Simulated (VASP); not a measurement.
Input of a VASP 6.6.1 run:

INCAR

```
ALGO     = Normal         # electronic algorithm
EDIFF    = 1E-6           # SCF threshold, eV
ENCUT    = 520            # plane-wave cutoff, eV
GGA      = PE             # functional
ISIF     = 2              # what is computed and relaxed
ISMEAR   = 0              # smearing method
IVDW     = 12             # dispersion correction
LASPH    = True           # aspherical terms in the spheres
LCHARG   = False          # write CHGCAR
LREAL    = False          # projectors in reciprocal space
LWAVE    = False          # write WAVECAR
NBANDS   = 8              # bands
NELM     = 60             # most SCF steps
PREC     = Accurate       # precision mode
SIGMA    = 0.15           # smearing width, eV
```

The input KPOINTS:

```
k-points
0
Gamma
  12 12 12
```

Contents of POSCAR:

```
P
1.0
    4.2729048574      0.0000000000      0.1602339322
    0.0000000000      4.2729048574      0.0000000000
    0.1641750000      0.0000000000      4.3780000000
P
1
Direct
    0.0000000000      0.0000000000      0.0000000000
```

Potentials or basis: VASP PAW PBE potentials, release 64 (P).

Run with:

```sh
$ cat potpaw_PBE.64/P/POTCAR > POTCAR
$ mpirun -np 1 vasp_std > vasp.out
```

Problem. What does it give for the dispersion energy per atom?

Solution. -0.080 eV.

Problem. Estimate the band gap on the k mesh.

Solution. Zero (an odd number of electrons rules out a gap without spin polarisation).

Problem. Predict the pressure.

Solution. -3.8 GPa.

Stress tensor (GPa, compression positive):
```
-3.97  0.00 -0.28
 0.00 -3.99  0.00
-0.28  0.00 -3.58
```

Caveat: the cell differs from its parent crystal (strain +0.0750 x Voigt [0, 0, 0, 0, 1, 0]); the cell stands under tension; the atoms stand far beyond bonding distance, and open shells without spin polarisation read as a metal.
